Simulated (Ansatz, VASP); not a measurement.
## Two plane-wave programs on W

```
CELL_PARAMETERS angstrom
-1.50312 1.50312 1.80374
1.50312 -1.50312 1.80374
1.50312 1.50312 -1.80374
ATOMIC_POSITIONS crystal
W 0.00000 0.00000 0.00000
```

Alike in both runs: task single point; functional r2SCAN; k mesh 24 × 24 × 24; occupations gaussian, width 0.15 eV; no spin polarisation.

```csv
,VASP,Ansatz
version,VASP 6.6.1,Ansatz 0.2.0
potentials or method,"VASP PAW PBE potentials, release 64 (W_sv), cutoff 520 eV","scalar-relativistic, plane waves, PAW"
valence electrons in the cell,14,14
```

VASP gave:

| Quantity | Value |
| --- | --- |
| gap on the k mesh at the Fermi level (eV) | none |
| pressure (GPa) | -2.5 |
| traceless stress, the component that is largest in VASP (GPa) | -22.57 |

**Question.** Estimate Ansatz's values.

**Answer.** gap on the k mesh at the Fermi level (eV): none; pressure (GPa): -3.6; traceless stress, the component that is largest in VASP (GPa): -22.64.

VASP's potentials were made for PBE, not for r2SCAN. A gap of «none» marks a metal or a gap that the smearing closes. With one functional, cell and mesh, what is left measures potentials, basis and numerics.

Neither program's run includes spin-orbit coupling.
